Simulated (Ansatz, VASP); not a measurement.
**Ir in VASP and in Ansatz**

```xyz
2
Lattice="2.7721 0.0000 0.0000 -1.3861 2.4008 0.0000 0.0000 0.0000 4.4945" Properties=species:S:1:pos:R:3 pbc="T T T"
Ir    1.3861    0.8003    3.3709
Ir    0.0000    1.6005    1.1236
```

Alike in both runs: task single point; functional PBEsol; k mesh 21 × 21 × 12; occupations gaussian, width 0.15 eV; no spin polarisation.

|  | VASP | Ansatz |
| --- | --- | --- |
| version | VASP 6.6.1 | Ansatz 0.2.0 |
| potentials or method | VASP PAW PBE potentials, release 64 (Ir), cutoff 520 eV | scalar-relativistic, plane waves, PAW |
| valence electrons in the cell | 18 | 34 |

VASP gave:

| Quantity | Value |
| --- | --- |
| gap on the k mesh at the Fermi level (eV) | none |
| pressure (GPa) | -18.5 |
| traceless stress, the component that is largest in VASP (GPa) | -0.08 |

Problem. Estimate Ansatz's values.

Solution. gap on the k mesh at the Fermi level (eV): none; pressure (GPa): -19.2; traceless stress, the component that is largest in VASP (GPa): -0.09.

VASP's potentials were made for PBE, not for PBEsol, and Ansatz warns of the same on its side. A gap of «none» marks a metal or a gap that the smearing closes. VASP's potentials hold 18 valence electrons a cell and Ansatz's 34, so a difference there can come from the potentials and not from the codes.

Spin-orbit coupling is off throughout.
